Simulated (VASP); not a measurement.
# Mg (P6_3/mmc) in VASP: a series of runs, part 2 of 3

VASP 6.6.1. Earlier steps stand in the parts before.

## Step 4: Single point, PBE

This run uses another cell than the first one: it holds 2 atoms, not 4.

INCAR

```
ALGO = Normal
EDIFF = 1E-7
ENCUT = 520
GGA = PE
ISIF = 2
ISMEAR = 0
LASPH = T
LCHARG = T
LELF = T
LREAL = F
LVHAR = T
LWAVE = F
NBANDS = 9
NELM = 60
PREC = Accurate
SIGMA = 0.1
```

KPOINTS

```
k-points
0
Gamma
  21 21 12
```

POSCAR

```
Mg
1.0
    3.1956448233      0.0000000000      0.0000000000
   -1.5978224116      2.7675095984      0.0000000000
    0.0000000000      0.0000000000      5.1884455744
Mg
2
Direct
    0.3333333333      0.6666666667      0.2500000000
    0.6666666667      0.3333333333      0.7500000000
```

Potentials or basis: VASP PAW PBE potentials, release 64 (Mg).

Command:

```sh
$ cat potpaw_PBE.64/Mg/POTCAR > POTCAR
$ mpirun -np 1 vasp_std > vasp.out
```

OUTCAR:

```text
EDIFF = 1E-7
   ENCUT = 520
   GGA = PE
   ISIF = 2
   ISMEAR = 0
   LASPH = T
   LREAL = F
   NELM = 60
   PREC = Accurate

 ion  position               nearest neighbor table
   1  0.333  0.667  0.250-   2 3.18   2 3.18   2 3.18   2 3.18   2 3.18   2 3.18
   2  0.667  0.333  0.750-   1 3.18   1 3.18   1 3.18   1 3.18   1 3.18   1 3.18

  LATTYP: Found a hexagonal cell.
 ALAT       =     3.1956448233
 C/A-ratio  =     1.6235989483

  Lattice vectors:

 A1 = (   3.1956448233,   0.0000000000,   0.0000000000)
 A2 = (  -1.5978224116,   2.7675095984,   0.0000000000)
 A3 = (   0.0000000000,   0.0000000000,   5.1884455744)

Analysis of symmetry for initial positions (statically):
=====================================================================
 Subroutine PRICEL returns:
 Original cell was already a primitive cell.

 Routine SETGRP: Setting up the symmetry group for a
 hexagonal supercell.

 Subroutine GETGRP returns: Found 24 space group operations
 (whereof 12 operations were pure point group operations)
 out of a pool of 24 trial point group operations.

The static configuration has the point symmetry D_3d.
 The point group associated with its full space group is D_6h.
[... 162 lines left out ...]

 E-fermi :   2.6321     XC(G=0):  -8.4929

 val. band max:        2.6224481342   @ k =   0.0952   0.0952   0.0833
 cond. band min:       2.6359094443   @ k =   0.3333   0.2857   0.4167
 fundamental gap:      0.0134613101
 Fermi energy:         2.6320703767

 k-point     1 :       0.0000    0.0000    0.0000
  band No.  band energies     occupation
      1      -4.2976      2.00000
      2       0.9518      2.00000
      3       1.3947      2.00000
      4      13.5796      0.00000
      5      13.5796      0.00000
      6      13.6948      0.00000
      7      13.6948      0.00000
      8      14.4704      0.00000
      9      16.0663      0.00000
[... 265 lines left out ...]
 k-point    24 :       0.1905    0.0952    0.0000
  band No.  band energies     occupation
      1      -3.0545      2.00000
      2       2.0956      2.00000
      3       2.5723      1.60185
      4       6.8668      0.00000
      5       8.5536      0.00000
      6      11.5655      0.00000
      7      12.1236      0.00000
      8      13.4091      0.00000
      9      14.0114      0.00000

 [... further k-points ...]
[... 5 lines left out ...]
  --------------------------------------------------------------------------------------
  -------------------------------------------------------------------------------------
  Total       -0.0374597     -0.0374597     -0.0308839     -0.0000000      0.0000000      0.0000000
  in kB       -1.3079474     -1.3079474     -1.0783467     -0.0000000      0.0000000      0.0000000
  external PRESSURE =      -1.2314139 kB  Pullay stress =       0.0000000 kB

 VOLUME and BASIS-vectors are now :
 -----------------------------------------------------------------------------
  energy-cutoff  :      520.00
  volume of cell :       45.89
      direct lattice vectors                 reciprocal lattice vectors
     3.195644823  0.000000000  0.000000000     0.312925890  0.180667847  0.000000000
    -1.597822412  2.767509598  0.000000000     0.000000000  0.361335693  0.000000000
     0.000000000  0.000000000  5.188445574     0.000000000  0.000000000  0.192735953

 POSITION                                       TOTAL-FORCE (eV/Angst)
 -----------------------------------------------------------------------------------
     -0.00000      1.84501      1.29711         0.000000     -0.000000      0.000000
      1.59782      0.92250      3.89133        -0.000000      0.000000      0.000000
 -----------------------------------------------------------------------------------
    total drift:                                0.000000     -0.000000      0.000000

  FREE ENERGIE OF THE ION-ELECTRON SYSTEM (eV)
  ---------------------------------------------------
  free  energy   TOTEN  =        -3.0159411929 eV

  energy  without entropy=       -3.0119153102  energy(sigma->0) =       -3.01392825
```

OSZICAR:

```text
N       E                     dE             d eps       ncg     rms          rms(c)
DAV:   1    -0.251158707160E+00   -0.25116E+00   -0.12648E+03  6056   0.311E+02
DAV:   2    -0.299006718415E+01   -0.27389E+01   -0.26355E+01  8059   0.270E+01
DAV:   3    -0.302937130686E+01   -0.39304E-01   -0.39148E-01  7842   0.275E+00
DAV:   4    -0.302948879775E+01   -0.11749E-03   -0.11749E-03  7804   0.149E-01
DAV:   5    -0.302948933031E+01   -0.53255E-06   -0.53263E-06  7643   0.935E-03    0.960E-01
DAV:   6    -0.302339819973E+01    0.60911E-02   -0.61771E-04  6904   0.193E-01    0.615E-01
DAV:   7    -0.301593041707E+01    0.74678E-02   -0.24016E-03  6311   0.334E-01    0.340E-02
DAV:   8    -0.301594274870E+01   -0.12332E-04   -0.16825E-05  8670   0.245E-02    0.758E-03
DAV:   9    -0.301594145965E+01    0.12891E-05   -0.12223E-06  6681   0.530E-03    0.612E-04
DAV:  10    -0.301594123039E+01    0.22925E-06   -0.53565E-09  4980   0.439E-04    0.159E-04
DAV:  11    -0.301594119295E+01    0.37446E-07   -0.70409E-10  3464   0.177E-04
   1 F= -.30159412E+01 E0= -.30139283E+01  d E =-.402588E-02
```

stdout:

```text
POSCAR found type information on POSCAR Mg
 POSCAR found :  1 types and       2 ions
 scaLAPACK will be used
 LDA part: xc-table for (Slater+PW92), standard interpolation
 POSCAR, INCAR and KPOINTS ok, starting setup
 FFT: planning ... GRIDC
 FFT: planning ... GRID_SOFT
 FFT: planning ... GRID
 WAVECAR not read
 entering main loop
```

Wall time 60 s (1 thread of AMD EPYC 7R13 (Zen 3), shared host); peak memory 0.23 GiB.

What came out:

| Quantity | Value |
| --- | --- |
| Free energy | -3.0159 eV |
| Pressure | -0.1 GPa |
| Band gap on the k mesh | zero (band 2 reaches 3.75 eV, above the bottom of band 3 at 1.39 eV) |

Levels at points of the mesh, in eV from the Fermi level:
| k point | band 1 | band 2 | band 3 | band 4 | band 5 | band 6 | band 7 |
| --- | --- | --- | --- | --- | --- | --- | --- |
| (0.00, 0.00, 0.00) | -6.93 | -1.68 | -1.24 | 10.95 | 10.95 | 11.06 | 11.06 |
| (0.00, 0.00, 0.50) | -5.54 | -5.54 | 5.04 | 5.04 | 11.69 | 11.69 | 11.69 |

## Step 5: Relaxation of cell and atoms, PBE

This run uses another cell than the first one: it holds 2 atoms, not 4.

INCAR

```
PREC = Accurate ; ENCUT = 600
EDIFF = 1E-6 ; ISMEAR = 0
SIGMA = 0.1 ; LREAL = F
LASPH = T ; NELM = 100
ALGO = Fast ; ISIF = 3
LWAVE = F ; LCHARG = F
GGA = PE ; IBRION = 2
NSW = 100 ; EDIFFG = -0.01
```

KPOINTS

```
Automatic mesh
0
Gamma
  21 21 12
```

POSCAR

```
Mg
1.0
    3.1720232863      0.0000000000      0.0000000000
   -1.5860116431      2.7470527473      0.0000000000
    0.0000000000      0.0000000000      5.1412049000
Mg
2
Direct
    0.3333333300      0.6666666700      0.2500000000
    0.6666666700      0.3333333300      0.7500000000
```

Potentials or basis: VASP PAW PBE potentials, release 64 (Mg).

Command:

```sh
$ cat potpaw_PBE.64/Mg/POTCAR > POTCAR
$ mpirun -np 1 vasp_std > vasp.out
```

OUTCAR:

```text
PREC = Accurate
   ENCUT = 600
   EDIFF = 1E-6
   ISMEAR = 0
   LREAL = F
   LASPH = T
   NELM = 100
   ISIF = 3
   GGA = PE
   IBRION = 2
   NSW = 100
   EDIFFG = -0.01

 ion  position               nearest neighbor table
   1  0.333  0.667  0.250-   2 3.16   2 3.16   2 3.16   2 3.16   2 3.16   2 3.16
   2  0.667  0.333  0.750-   1 3.16   1 3.16   1 3.16   1 3.16   1 3.16   1 3.16

  LATTYP: Found a hexagonal cell.
 ALAT       =     3.1720232863
 C/A-ratio  =     1.6207967080

  Lattice vectors:

 A1 = (   3.1720232863,   0.0000000000,   0.0000000000)
 A2 = (  -1.5860116431,   2.7470527473,   0.0000000000)
 A3 = (   0.0000000000,   0.0000000000,   5.1412049000)

Analysis of symmetry for initial positions (statically):
=====================================================================
 Subroutine PRICEL returns:
 Original cell was already a primitive cell.

 Routine SETGRP: Setting up the symmetry group for a
 hexagonal supercell.

 Subroutine GETGRP returns: Found 24 space group operations
 (whereof 12 operations were pure point group operations)
 out of a pool of 24 trial point group operations.

The static configuration has the point symmetry D_3d.
 The point group associated with its full space group is D_6h.

Analysis of symmetry for dynamics (positions and initial velocities):
=====================================================================
 Subroutine PRICEL returns:
 Original cell was already a primitive cell.

 Routine SETGRP: Setting up the symmetry group for a
 hexagonal supercell.

 Subroutine GETGRP returns: Found 24 space group operations
 (whereof 12 operations were pure point group operations)
 out of a pool of 24 trial point group operations.

The dynamic configuration has the point symmetry D_3d.
 The point group associated with its full space group is D_6h.

 Subroutine INISYM returns: Found 24 space group operations
 (whereof 12 operations are pure point group operations),
 and found     1 'primitive' translations

----------------------------------------------------------------------------------------

                                     Primitive cell

  volume of cell :      44.7990

  direct lattice vectors                    reciprocal lattice vectors
     3.172023286  0.000000000  0.000000000     0.315256198  0.182013251  0.000000000
    -1.586011643  2.747052747  0.000000000     0.000000000  0.364026501  0.000000000
     0.000000000  0.000000000  5.141204900     0.000000000  0.000000000  0.194506934

  length of vectors
     3.172023286  3.172023286  5.141204900     0.364026501  0.364026501  0.194506934

  position of ions in fractional coordinates (direct lattice)
     0.333333330  0.666666670  0.250000000
     0.666666670  0.333333330  0.750000000

  ion indices of the primitive-cell ions
   primitive index   ion index
                 1           1
                 2           2

----------------------------------------------------------------------------------------

 KPOINTS: Automatic mesh

Automatic generation of k-mesh.
 Grid dimensions read from file:
 generate k-points for:   21   21   12

[... 42 lines left out ...]
  0.142857  0.095238  0.000000     12.000000
  0.190476  0.095238  0.000000     12.000000
 [... further k-points ...]
   k-points           NKPTS =    336   k-points in BZ     NKDIM =    336   number of bands    NBANDS=      6
   number of dos      NEDOS =    301   number of ions     NIONS =      2
   total plane-waves  NPLWV =  32928
   dimension x,y,z NGX =    28 NGY =   28 NGZ =   42
   dimension x,y,z NGXF=    56 NGYF=   56 NGZF=   84
   ions per type =               2
   NGX,Y,Z   is equivalent  to a cutoff of  14.67, 14.67, 13.58 a.u.
   NGXF,Y,Z  is equivalent  to a cutoff of  29.35, 29.35, 27.16 a.u.
 SYSTEM =  unknown system
   PREC   = accura    normal or accurate (medium, high low for compatibility)
   ISTART =      0    job   : 0-new  1-cont  2-samecut
   ICHARG =      2    charge: 1-file 2-atom 10-const
   ISPIN  =      1    spin polarized calculation?
   LNONCOLLINEAR =      F non collinear calculations
   LSORBIT =      F    spin-orbit coupling
   LASPH  =      T    aspherical Exc in radial PAW
   ENCUT  =  600.0 eV  44.10 Ry    6.64 a.u.   6.34  6.34 10.27*2*pi/ulx,y,z
   NELM   =    100;   NELMIN=  2; NELMDL= -5     # of ELM steps
   EDIFF  = 0.1E-05   stopping-criterion for ELM
   LREAL  =      F    real-space projection
   EDIFFG = -.1E-01   stopping-criterion for IOM
   NSW    =    100    number of steps for IOM
   IBRION =      2    ionic relax: 0-MD 1-quasi-New 2-CG
   NFREE  =      1    steps in history (QN), initial steepest desc. (CG)
   ISIF   =      3    stress and relaxation
   ISYM   =      2    0-nonsym 1-usesym 2-fastsym
   POTIM  = 0.5000    time-step for ionic-motion
   TEBEG  =    0.0;   TEEND  =   0.0 temperature during run
   PSTRESS=    0.0 pullay stress
   NELECT =       4.0000    total number of electrons
   NUPDOWN=      -1.0000    fix difference up-down
   EMIN   =  10.00;   EMAX   =-10.00  energy-range for DOS
   EFERMI =   0.00;   METHOD = LEGACY
   ISMEAR =     0;   SIGMA  =   0.10  broadening in eV -4-tet -1-fermi 0-gaus
   EFERMI_NEDOS =   21; number of points for ismear=-14 and -15
   IALGO  =     68    algorithm
   IMIX   =      4    mixing-type and parameters
     AMIX     =   0.40;   BMIX     =  1.00
     AMIX_MAG =   1.60;   BMIX_MAG =  1.00
  volume/ion in A,a.u.               =      22.40       151.16
  Fermi-wavevector in a.u.,A,eV,Ry     =   0.731710  1.382731  7.284544  0.535399
  Thomas-Fermi vector in A             =   1.823993
   LORBIT       =      0    0 simple, 1 ext, 2 COOP (PROOUT), +10 PAW based schemes
   GGA     = PE    functional components
   LHFCALC =     F    Hartree Fock is set to
   AEXX    =    0.0000 exact exchange contribution
   IVDW    =     0    specifies the selected vdW correction
   LEPSILON=     F    determine dielectric tensor
   LRPA    =     F    only Hartree local field effects (RPA)
 conjugate gradient relaxation of ions
 non-spin polarized calculation
 RMM-DIIS sequential band-by-band and
 Gauss-broadening in eV      SIGMA  =   0.10
  energy-cutoff  :      600.00
  volume of cell :       44.80
 maximum number of plane-waves:      1534
 NGX is ok and might be reduce to    28

--------------------------------------- Ionic step        1  -------------------------------------------

 number of electron       4.0000000 magnetization

 Free energy of the ion-electron system (eV)
  ---------------------------------------------------
  ext. energy  EPLUGINS =         0.00000000
  ---------------------------------------------------
  free energy    TOTEN  =        -3.01382644 eV

  energy without entropy =       -3.00997242  energy(sigma->0) =       -3.01189943

------------------------ aborting loop because EDIFF is reached ----------------------------------------

  FORCE on cell =-STRESS in cart. coord.  units (eV):
  Direction    XX          YY          ZZ          XY          YZ          ZX
  --------------------------------------------------------------------------------------
  -------------------------------------------------------------------------------------
  Total        0.2112566      0.2112566      0.2364620      0.0000000      0.0000000      0.0000000
  in kB        7.5553162      7.5553162      8.4567549      0.0000000      0.0000000      0.0000000
  external PRESSURE =       7.8557958 kB  Pullay stress =       0.0000000 kB
[... 59 lines left out ...]
--------------------------------------- Ionic step        3  -------------------------------------------

 number of electron       4.0000000 magnetization

 Free energy of the ion-electron system (eV)
  ---------------------------------------------------
  ext. energy  EPLUGINS =         0.00000000
  ---------------------------------------------------
  free energy    TOTEN  =        -3.01606941 eV

  energy without entropy =       -3.01206566  energy(sigma->0) =       -3.01406754

 E-fermi :   2.6487     XC(G=0):  -8.5025

 val. band max:        2.6470974004   @ k =   0.0952   0.0952   0.0833
 cond. band min:       2.6488189102   @ k =   0.3333   0.2857   0.4167
 fundamental gap:      0.0017215098
 Fermi energy:         2.6486676242

 k-point     1 :       0.0000    0.0000    0.0000
  band No.  band energies     occupation
      1      -4.2948      2.00000
      2       0.9676      2.00000
      3       1.4196      2.00000
      4      13.6037      0.00000
      5      13.6084      0.00000
      6      13.7230      0.00000
[... 199 lines left out ...]
 k-point    24 :       0.1905    0.0952    0.0000
  band No.  band energies     occupation
      1      -3.0500      2.00000
      2       2.1125      2.00000
      3       2.5980      1.52676
      4       6.8853      0.00000
      5       8.5747      0.00000
      6      11.5930      0.00000

 [... further k-points ...]
[... 5 lines left out ...]
  --------------------------------------------------------------------------------------
  -------------------------------------------------------------------------------------
  Total       -0.0094265     -0.0094265      0.0092164     -0.0000000     -0.0000000      0.0000000
  in kB       -0.3301559     -0.3301559      0.3227986     -0.0000000     -0.0000000      0.0000000
  external PRESSURE =      -0.1125044 kB  Pullay stress =       0.0000000 kB
[... 17 lines left out ...]
  FREE ENERGIE OF THE ION-ELECTRON SYSTEM (eV)
  ---------------------------------------------------
  free  energy   TOTEN  =        -3.0160694136 eV

  energy  without entropy=       -3.0120656572  energy(sigma->0) =       -3.01406754

 reached required accuracy - stopping structural energy minimisation
```

Wall time 4.9 min (1 thread of AMD EPYC 7R13, shared host); peak memory 0.26 GiB.

Results:

- Free energy: -3.0161 eV
- Relaxed volume: 22.87 Å³/atom
- Relaxed cell: a = 3.193 Å, b = 3.193 Å, c = 5.180 Å, α = 90.00°, β = 90.00°, γ = 120.00°
- Space group after relaxing (to 0.05 Å): P6_3/mmc (No. 194)
- Energy gained by relaxing: 1.1 meV/atom
- Ionic steps: 3
- Pressure after relaxing: 0.0 GPa
- Band gap on the k mesh: zero (band 2 reaches 3.77 eV, above the bottom of band 3 at 1.42 eV)

The path:
```tsv
step	energy change (eV)	largest force (eV/Å)	pressure (GPa)	volume (Å³)
1	0.0000	0.0000	0.79	44.80
2	-0.0021	0.0000	0.18	45.51
3	-0.0022	0.0000	-0.01	45.74
```

Final structure:
```xyz
2
Lattice="3.1933 0.0000 0.0000 -1.5967 2.7655 0.0000 0.0000 0.0000 5.1799" Properties=species:S:1:pos:R:3 pbc="T T T"
Mg    0.0000    1.8437    1.2950
Mg    1.5967    0.9218    3.8849
```

[end of part 2 of 3]
